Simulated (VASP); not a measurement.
## Ca3Y: single point with LDA

Ca3Y:

```
Ca Y
1.0
     5.41281    0.00000    0.00000
     0.00000    5.41281    0.00000
     0.00000    0.00000    5.41281
Ca Y
3 1
Direct
  0.00000 0.50000 0.50000
  0.50000 0.00000 0.50000
  0.50000 0.50000 0.00000
  0.00000 0.00000 0.00000
```

```json
{"Program": "VASP 6.6.1", "Task": "single point", "Functional": "LDA", "Potentials or basis": "VASP PAW LDA potentials, release 64 (Ca_sv, Y_sv)", "Cutoff": "500 eV", "k mesh": "4 × 4 × 4", "Occupations": "methfessel-paxton, width 0.1 eV", "Spin": "no spin polarisation", "Dipole correction": "no", "Further INCAR settings": "ALGO = Normal; EDIFF = 1e-06; NBANDS = 28"}
```

```yaml
Pressure: -2.3 GPa
```

Levels at points of the mesh, in eV from the Fermi level:
```csv
k point,band 16,band 17,band 18,band 19,band 20,band 21,band 22,band 23,band 24,band 25
"(0.00, 0.00, 0.00)",-22.50,-4.22,-0.94,-0.94,-0.58,0.04,0.04,0.04,1.19,1.19
"(0.50, 0.00, 0.00)",-22.52,-2.90,-2.65,-0.37,0.20,0.20,0.22,0.52,0.77,0.77
"(0.50, 0.50, 0.00)",-22.50,-1.77,-1.66,-1.44,-1.44,0.36,0.36,0.67,0.98,1.01
"(0.50, 0.50, 0.50)",-22.50,-1.32,-1.32,-1.32,-1.30,-0.02,0.03,0.03,0.03,1.39
```

Wall time 30 s on 1 thread of Intel(R) Xeon(R) Platinum 8375C CPU @ 2.90GHz (Ice Lake), on a shared host, peak memory 0.22 GiB.
